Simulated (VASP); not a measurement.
# Mo (Im-3m) in VASP: notebook

The runs below take Mo through relaxation of cell and atoms, with PBEsol.

Everything below comes from runs of VASP 6.6.1. Logs are shortened: lines on timing, memory, paths and dates and some standing lists are left out, and cuts for length are marked.

### Step 1. The cell of the first run

Symmetry: Im-3m, No. 229, cubic system. The conventional cell has a = 3.132 Å, b = 3.132 Å, c = 3.132 Å, α = 90.00°, β = 90.00°, γ = 90.00°. Within 3.6 Å of Mo (site symmetry m-3m) lie 14 Mo at 2.71 to 3.13 Å.

### Step 2. Relaxation of cell and atoms, PBEsol

INCAR

```
PREC = Accurate ; ENCUT = 600
EDIFF = 1E-6 ; ISMEAR = 0
SIGMA = 0.1 ; LREAL = False
LASPH = True ; NELM = 80
ALGO = Normal ; ISIF = 3
LWAVE = False ; LCHARG = False
GGA = PS ; IBRION = 2
NSW = 100 ; EDIFFG = -0.002
```

KPOINTS

```
Automatic mesh
0
Gamma
  16 16 16
```

POSCAR

```
Mo
1.0
   -1.5659380062      1.5659380062      1.5659380062
    1.5659380062     -1.5659380062      1.5659380062
    1.5659380062      1.5659380062     -1.5659380062
Mo
1
Direct
    0.0000000000      0.0000000000      0.0000000000
```

Potentials or basis: VASP PAW PBE potentials, release 64 (Mo_sv).

The run is started by

```console
$ cat potpaw_PBE.64/Mo_sv/POTCAR > POTCAR
$ mpirun -np 1 vasp_std > vasp.out
```

OUTCAR:

```text
PREC = Accurate
   ENCUT = 600
   EDIFF = 1E-6
   ISMEAR = 0
   LREAL = False
   LASPH = True
   NELM = 80
   ISIF = 3
   GGA = PS
   IBRION = 2
   NSW = 100
   EDIFFG = -0.002

 ion  position               nearest neighbor table
   1  0.000  0.000  0.000-

  LATTYP: Found a body centered cubic cell.
 ALAT       =     3.1318760124

  Lattice vectors:

 A1 = (  -1.5659380062,   1.5659380062,   1.5659380062)
 A2 = (   1.5659380062,  -1.5659380062,   1.5659380062)
 A3 = (   1.5659380062,   1.5659380062,  -1.5659380062)

Analysis of symmetry for initial positions (statically):
=====================================================================
 Subroutine PRICEL returns:
 Original cell was already a primitive cell.

 Routine SETGRP: Setting up the symmetry group for a
 body centered cubic supercell.

 Subroutine GETGRP returns: Found 48 space group operations
 (whereof 48 operations were pure point group operations)
 out of a pool of 48 trial point group operations.

The static configuration has the point symmetry O_h .

Analysis of symmetry for dynamics (positions and initial velocities):
=====================================================================
 Subroutine PRICEL returns:
 Original cell was already a primitive cell.

 Routine SETGRP: Setting up the symmetry group for a
 body centered cubic supercell.

 Subroutine GETGRP returns: Found 48 space group operations
 (whereof 48 operations were pure point group operations)
 out of a pool of 48 trial point group operations.

The dynamic configuration has the point symmetry O_h .

 Subroutine INISYM returns: Found 48 space group operations
 (whereof 48 operations are pure point group operations),
 and found     1 'primitive' translations

----------------------------------------------------------------------------------------

                                     Primitive cell

  volume of cell :      15.3597

  direct lattice vectors                    reciprocal lattice vectors
    -1.565938006  1.565938006  1.565938006     0.000000000  0.319297442  0.319297442
     1.565938006 -1.565938006  1.565938006     0.319297442  0.000000000  0.319297442
     1.565938006  1.565938006 -1.565938006     0.319297442  0.319297442  0.000000000

  length of vectors
     2.712284188  2.712284188  2.712284188     0.451554773  0.451554773  0.451554773

  position of ions in fractional coordinates (direct lattice)
     0.000000000  0.000000000  0.000000000

  ion indices of the primitive-cell ions
   primitive index   ion index
                 1           1

----------------------------------------------------------------------------------------

 KPOINTS: Automatic mesh

Automatic generation of k-mesh.
 Grid dimensions read from file:
 generate k-points for:   16   16   16

 Generating k-lattice:

  Cartesian coordinates                     Fractional coordinates (reciprocal lattice)
     0.000000000  0.019956090  0.019956090     0.062500000  0.000000000  0.000000000
     0.019956090  0.000000000  0.019956090     0.000000000  0.062500000  0.000000000
     0.019956090  0.019956090  0.000000000     0.000000000  0.000000000  0.062500000

  Length of vectors
     0.028222173  0.028222173  0.028222173

  Shift w.r.t. Gamma in fractional coordinates (k-lattice)
     0.000000000  0.000000000  0.000000000

 Subroutine IBZKPT returns following result:
 ===========================================

 Found    145 irreducible k-points:

 Following reciprocal coordinates:
            Coordinates               Weight
  0.000000  0.000000  0.000000      1.000000
  0.062500  0.000000  0.000000     12.000000
  0.125000  0.000000  0.000000     12.000000
  0.187500  0.000000  0.000000     12.000000
  0.250000  0.000000  0.000000     12.000000
  0.312500  0.000000  0.000000     12.000000
[... 16 lines left out ...]
  0.187500  0.187500  0.000000     24.000000
  0.250000  0.187500  0.000000     48.000000
 [... further k-points ...]
   k-points           NKPTS =    145   k-points in BZ     NKDIM =    145   number of bands    NBANDS=     11
   number of dos      NEDOS =    301   number of ions     NIONS =      1
   total plane-waves  NPLWV =  13824
   dimension x,y,z NGX =    24 NGY =   24 NGZ =   24
   dimension x,y,z NGXF=    48 NGYF=   48 NGZF=   48
   ions per type =               1
   NGX,Y,Z   is equivalent  to a cutoff of  14.71, 14.71, 14.71 a.u.
   NGXF,Y,Z  is equivalent  to a cutoff of  29.42, 29.42, 29.42 a.u.
 SYSTEM =  unknown system
   PREC   = accura    normal or accurate (medium, high low for compatibility)
   ISTART =      0    job   : 0-new  1-cont  2-samecut
   ICHARG =      2    charge: 1-file 2-atom 10-const
   ISPIN  =      1    spin polarized calculation?
   LNONCOLLINEAR =      F non collinear calculations
   LSORBIT =      F    spin-orbit coupling
   LASPH  =      T    aspherical Exc in radial PAW
   ENCUT  =  600.0 eV  44.10 Ry    6.64 a.u.   5.42  5.42  5.42*2*pi/ulx,y,z
   NELM   =     80;   NELMIN=  2; NELMDL= -5     # of ELM steps
   EDIFF  = 0.1E-05   stopping-criterion for ELM
   LREAL  =      F    real-space projection
   EDIFFG = -.2E-02   stopping-criterion for IOM
   NSW    =    100    number of steps for IOM
   IBRION =      2    ionic relax: 0-MD 1-quasi-New 2-CG
   NFREE  =      1    steps in history (QN), initial steepest desc. (CG)
   ISIF   =      3    stress and relaxation
   ISYM   =      2    0-nonsym 1-usesym 2-fastsym
   POTIM  = 0.5000    time-step for ionic-motion
   TEBEG  =    0.0;   TEEND  =   0.0 temperature during run
   PSTRESS=    0.0 pullay stress
   NELECT =      14.0000    total number of electrons
   NUPDOWN=      -1.0000    fix difference up-down
   EMIN   =  10.00;   EMAX   =-10.00  energy-range for DOS
   EFERMI =   0.00;   METHOD = LEGACY
   ISMEAR =     0;   SIGMA  =   0.10  broadening in eV -4-tet -1-fermi 0-gaus
   EFERMI_NEDOS =   21; number of points for ismear=-14 and -15
   IALGO  =     38    algorithm
   IMIX   =      4    mixing-type and parameters
     AMIX     =   0.40;   BMIX     =  1.00
     AMIX_MAG =   1.60;   BMIX_MAG =  1.00
  volume/ion in A,a.u.               =      15.36       103.65
  Fermi-wavevector in a.u.,A,eV,Ry     =   1.587290  2.999543 34.279736  2.519490
  Thomas-Fermi vector in A             =   2.686470
   LORBIT       =      0    0 simple, 1 ext, 2 COOP (PROOUT), +10 PAW based schemes
   GGA     = PS    functional components
   LHFCALC =     F    Hartree Fock is set to
   AEXX    =    0.0000 exact exchange contribution
   IVDW    =     0    specifies the selected vdW correction
   LEPSILON=     F    determine dielectric tensor
   LRPA    =     F    only Hartree local field effects (RPA)
 conjugate gradient relaxation of ions
 non-spin polarized calculation
 Gauss-broadening in eV      SIGMA  =   0.10
  energy-cutoff  :      600.00
  volume of cell :       15.36
 maximum number of plane-waves:       533
 NGX is ok and might be reduce to    24
   NGX = 11   NGY = 11   NGZ = 11

--------------------------------------- Ionic step        1  -------------------------------------------

 number of electron      14.0000001 magnetization

 Free energy of the ion-electron system (eV)
  ---------------------------------------------------
  ext. energy  EPLUGINS =         0.00000000
  ---------------------------------------------------
  free energy    TOTEN  =       -11.78439136 eV

  energy without entropy =      -11.78234281  energy(sigma->0) =      -11.78336709

------------------------ aborting loop because EDIFF is reached ----------------------------------------

  FORCE on cell =-STRESS in cart. coord.  units (eV):
  Direction    XX          YY          ZZ          XY          YZ          ZX
  --------------------------------------------------------------------------------------
  -------------------------------------------------------------------------------------
  Total       -0.0310326     -0.0310326     -0.0310326      0.0000000     -0.0000000      0.0000000
  in kB       -3.2370133     -3.2370133     -3.2370133      0.0000000     -0.0000000      0.0000000
  external PRESSURE =      -3.2370133 kB  Pullay stress =       0.0000000 kB
[... 55 lines left out ...]
  energy  without entropy=      -11.7822134057  energy(sigma->0) =      -11.78323738

--------------------------------------- Ionic step        3  -------------------------------------------

 number of electron      14.0000001 magnetization

 Free energy of the ion-electron system (eV)
  ---------------------------------------------------
  ext. energy  EPLUGINS =         0.00000000
  ---------------------------------------------------
  free energy    TOTEN  =       -11.78440984 eV

  energy without entropy =      -11.78236195  energy(sigma->0) =      -11.78338589

 E-fermi :  12.7694     XC(G=0): -13.6333

 val. band max:       12.7571801196   @ k =  -0.1875   0.1875   0.0625
 cond. band min:      12.7863013729   @ k =   0.3750   0.0000   0.0000
 fundamental gap:      0.0291212533
 Fermi energy:        12.7693754267

 k-point     1 :       0.0000    0.0000    0.0000
  band No.  band energies     occupation
      1     -48.4210      2.00000
      2     -21.6645      2.00000
      3     -21.6645      2.00000
      4     -21.6645      2.00000
      5       5.4216      2.00000
      6      11.3694      2.00000
      7      11.3694      2.00000
      8      11.3694      2.00000
      9      14.4526      0.00000
     10      14.4526      0.00000
     11      27.6029      0.00000
[... 309 lines left out ...]
 k-point    24 :       0.2500    0.1875    0.0000
  band No.  band energies     occupation
      1     -48.1670      2.00000
      2     -22.8389      2.00000
      3     -22.1507      2.00000
      4     -21.7946      2.00000
      5       8.4940      2.00000
      6       9.7684      2.00000
      7      10.9317      2.00000
      8      13.8763      0.00000
      9      15.2513      0.00000
     10      17.5361      0.00000
     11      26.1534      0.00000

 [... further k-points ...]

------------------------ aborting loop because EDIFF is reached ----------------------------------------

  FORCE on cell =-STRESS in cart. coord.  units (eV):
  Direction    XX          YY          ZZ          XY          YZ          ZX
  --------------------------------------------------------------------------------------
  -------------------------------------------------------------------------------------
  Total        0.0005042      0.0005042      0.0005042     -0.0000000      0.0000000     -0.0000000
  in kB        0.0526548      0.0526548      0.0526548     -0.0000000      0.0000000     -0.0000000
  external PRESSURE =       0.0526548 kB  Pullay stress =       0.0000000 kB
[... 16 lines left out ...]
  FREE ENERGIE OF THE ION-ELECTRON SYSTEM (eV)
  ---------------------------------------------------
  free  energy   TOTEN  =       -11.7844098402 eV

  energy  without entropy=      -11.7823619457  energy(sigma->0) =      -11.78338589

 reached required accuracy - stopping structural energy minimisation
```

Wall time 77 s (1 thread of AMD EPYC 7R13, shared host); peak memory 0.14 GiB.

What came out:

```yaml
Free_energy: -11.7844 eV
Relaxed_volume: 15.34 Å³/atom
Relaxed_cell: a = 2.711 Å, b = 2.711 Å, c = 2.711 Å, α = 109.47°, β = 109.47°, γ = 109.47°
Space_group_after_relaxing_to_0.05_Å: Im-3m (No. 229)
Energy_gained_by_relaxing: 0.0 meV/atom
Ionic_steps: 3
Pressure_after_relaxing: 0.0 GPa
Band_gap_on_the_k_mesh: zero (band 7 reaches 16.89 eV, above the bottom of band 8 at 11.37 eV)
```

Final structure:
```xyz
1
Lattice="-1.5653 1.5653 1.5653 1.5653 -1.5653 1.5653 1.5653 1.5653 -1.5653" Properties=species:S:1:pos:R:3 pbc="T T T"
Mo    0.0000    0.0000    0.0000
```

Levels at points of the mesh, in eV from the Fermi level:
```csv
k point,band 5,band 6,band 7,band 8,band 9,band 10
"(0.00, 0.00, 0.00)",-7.35,-1.40,-1.40,-1.40,1.68,1.68
"(0.50, 0.00, 0.00)",-5.47,-3.50,1.68,1.73,2.37,4.92
"(0.50, 0.50, 0.50)",-5.62,-5.62,4.12,4.12,4.12,9.17
```

Caveat: the PAW data sets were made with another functional, which shifts forces and pressure a little.

### Step 3. Relaxation of cell and atoms, PBEsol

This run uses another cell than the first one, of 15.32 Å³/atom, 0.997 times its volume.

INCAR

```
PREC     = Accurate       # precision mode
ENCUT    = 600            # plane-wave cutoff, eV
EDIFF    = 1E-6           # SCF threshold, eV
ISMEAR   = -1             # smearing method
SIGMA    = 0.15           # smearing width, eV
LREAL    = False          # projectors in reciprocal space
LASPH    = True           # aspherical terms in the spheres
NELM     = 60             # most SCF steps
ALGO     = Fast           # electronic algorithm
ISIF     = 3              # what is computed and relaxed
LWAVE    = False          # write WAVECAR
LCHARG   = False          # write CHGCAR
GGA      = PS             # functional
IBRION   = 2              # ionic algorithm
NSW      = 80             # ionic steps
EDIFFG   = -0.001         # ionic threshold
```

KPOINTS is that of step 2.

POSCAR

```
Mo
1.0
   -1.5645539163      1.5645539163      1.5645539163
    1.5645539163     -1.5645539163      1.5645539163
    1.5645539163      1.5645539163     -1.5645539163
Mo
1
Direct
    0.0000000000      0.0000000000      0.0000000000
```

Potentials or basis: VASP PAW PBE potentials, release 64 (Mo_sv).

The run is started by

```console
$ cat potpaw_PBE.64/Mo_sv/POTCAR > POTCAR
$ mpirun -np 1 vasp_std > vasp.out
```

OUTCAR:

```text
PREC = Accurate
   ENCUT = 600
   EDIFF = 1E-6
   ISMEAR = -1
   LREAL = False
   LASPH = True
   NELM = 60
   ISIF = 3
   GGA = PS
   IBRION = 2
   NSW = 80
   EDIFFG = -0.001

 ion  position               nearest neighbor table
   1  0.000  0.000  0.000-

  LATTYP: Found a body centered cubic cell.
 ALAT       =     3.1291078326

  Lattice vectors:

 A1 = (  -1.5645539163,   1.5645539163,   1.5645539163)
 A2 = (   1.5645539163,  -1.5645539163,   1.5645539163)
 A3 = (   1.5645539163,   1.5645539163,  -1.5645539163)

Analysis of symmetry for initial positions (statically):
=====================================================================
 Subroutine PRICEL returns:
[... 364 lines left out ...]

 k-point     1 :       0.0000    0.0000    0.0000
  band No.  band energies     occupation
      1     -48.4322      2.00000
      2     -21.6774      2.00000
      3     -21.6774      2.00000
      4     -21.6774      2.00000
      5       5.4124      2.00000
      6      11.3585      1.99979
      7      11.3585      1.99979
      8      11.3585      1.99979
      9      14.4403      0.00002
     10      14.4403      0.00002
     11      27.5901      0.00000
[... 309 lines left out ...]
 k-point    24 :       0.2500    0.1875    0.0000
  band No.  band energies     occupation
      1     -48.1790      2.00000
      2     -22.8492      2.00000
      3     -22.1625      2.00000
      4     -21.8071      2.00000
      5       8.4850      2.00000
      6       9.7593      2.00000
      7      10.9204      1.99999
      8      13.8639      0.00108
      9      15.2374      0.00000
     10      17.5194      0.00000
     11      26.1348      0.00000

 [... further k-points ...]

------------------------ aborting loop because EDIFF is reached ----------------------------------------

  FORCE on cell =-STRESS in cart. coord.  units (eV):
  Direction    XX          YY          ZZ          XY          YZ          ZX
  --------------------------------------------------------------------------------------
  -------------------------------------------------------------------------------------
  Total       -0.0006864     -0.0006864     -0.0006864      0.0000000      0.0000000      0.0000000
  in kB       -0.0716286     -0.0716286     -0.0716286      0.0000000      0.0000000      0.0000000
  external PRESSURE =      -0.0716286 kB  Pullay stress =       0.0000000 kB
[... 16 lines left out ...]
  FREE ENERGIE OF THE ION-ELECTRON SYSTEM (eV)
  ---------------------------------------------------
  free  energy   TOTEN  =       -11.8042514318 eV

  energy  without entropy=      -11.7586746427  energy(sigma->0) =      -11.78146304

 reached required accuracy - stopping structural energy minimisation
```

OSZICAR:

```text
N       E                     dE             d eps       ncg     rms          rms(c)
DAV:   1     0.100712652519E+03    0.10071E+03   -0.90764E+03  3209   0.146E+03
DAV:   2    -0.109355953354E+02   -0.11165E+03   -0.10785E+03  3451   0.366E+02
DAV:   3    -0.125467346051E+02   -0.16111E+01   -0.15890E+01  3697   0.434E+01
DAV:   4    -0.125523256107E+02   -0.55910E-02   -0.55873E-02  3475   0.268E+00
[... 58 lines left out ...]
RMM:   4    -0.118042509416E+02    0.27434E-06   -0.44724E-06  2703   0.258E-02
   9 F= -.11804251E+02 E0= -.11781465E+02  d E =-.713771E-08
       N       E                     dE             d eps       ncg     rms          rms(c)
DAV:   1    -0.118042573410E+02   -0.61251E-05   -0.12885E-04  3325   0.165E-01    0.290E-02
RMM:   2    -0.118042518710E+02    0.54700E-05   -0.11328E-05  3171   0.369E-02    0.538E-03
RMM:   3    -0.118042514318E+02    0.43916E-06   -0.28744E-06  2311   0.181E-02
  10 F= -.11804251E+02 E0= -.11781463E+02  d E =-.497409E-06
```

CONTCAR:

```text
Mo
   1.00000000000000
    -1.5657110176972637    1.5657110176972637    1.5657110176972637
     1.5657110176972637   -1.5657110176972637    1.5657110176972637
     1.5657110176972637    1.5657110176972637   -1.5657110176972637
  Mo
     1
Direct
     0.0000000000000000    0.0000000000000000    0.0000000000000000

  0.00000000E+00  0.00000000E+00  0.00000000E+00
```

Wall time 3.6 min (1 thread of AMD EPYC 7R13, shared host); peak memory 0.14 GiB.

Results:

- Free energy: -11.8043 eV
- Relaxed volume: 15.35 Å³/atom
- Relaxed cell: a = 2.712 Å, b = 2.712 Å, c = 2.712 Å, α = 109.47°, β = 109.47°, γ = 109.47°
- Space group after relaxing (to 0.05 Å): Im-3m (No. 229)
- Energy gained by relaxing: 0.1 meV/atom
- Ionic steps: 10
- Pressure after relaxing: 0.0 GPa
- Band gap on the k mesh: zero (band 7 reaches 16.88 eV, above the bottom of band 8 at 11.36 eV)

Final structure:
```
Mo
1.0
    -1.56571    1.56571    1.56571
     1.56571   -1.56571    1.56571
     1.56571    1.56571   -1.56571
Mo
1
Direct
  0.00000 0.00000 0.00000
```

Caveat: the PAW data sets were made with another functional, which shifts forces and pressure a little.
